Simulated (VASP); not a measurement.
BeS: single point with HSE06

The system is BeS.

```
CELL_PARAMETERS angstrom
0.00000 2.43431 2.43431
2.43431 0.00000 2.43431
2.43431 2.43431 0.00000
ATOMIC_POSITIONS crystal
Be 0.00000 0.00000 0.00000
S 0.25000 0.25000 0.25000
```

```json
{
 "Program": "VASP 6.6.1",
 "Task": "single point",
 "Functional": "HSE06",
 "Potentials or basis": "VASP PAW PBE potentials, release 64 (Be, S)",
 "Cutoff": "520 eV",
 "k mesh": "6 × 6 × 6",
 "Occupations": "gaussian, width 0.01 eV",
 "Spin": "no spin polarisation"
}
```

The pressure is -1.0 GPa and the band gap on the k mesh is 4.08 eV (least direct gap 6.87 eV).

Levels at points of the mesh, in eV from the valence-band top:
| k point | band 1 | band 2 | band 3 | band 4 | band 5 | band 6 | band 7 | band 8 |
| --- | --- | --- | --- | --- | --- | --- | --- | --- |
| (0.00, 0.00, 0.00) | -15.00 | 0.00 | 0.00 | 0.00 | 6.87 | 6.87 | 6.87 | 6.96 |
| (0.50, 0.00, 0.00) | -13.26 | -6.28 | -1.11 | -1.11 | 6.56 | 7.77 | 7.77 | 12.50 |
| (0.50, 0.50, 0.00) | -12.67 | -5.48 | -2.84 | -2.84 | 4.08 | 5.97 | 14.42 | 14.42 |

Wall time 15 min on 1 thread of Intel Xeon 8259CL, with other jobs on the host, peak memory 0.26 GiB.

Caveat: the PAW data sets were made with another functional, which shifts forces and pressure a little. A k mesh can miss the band edges.
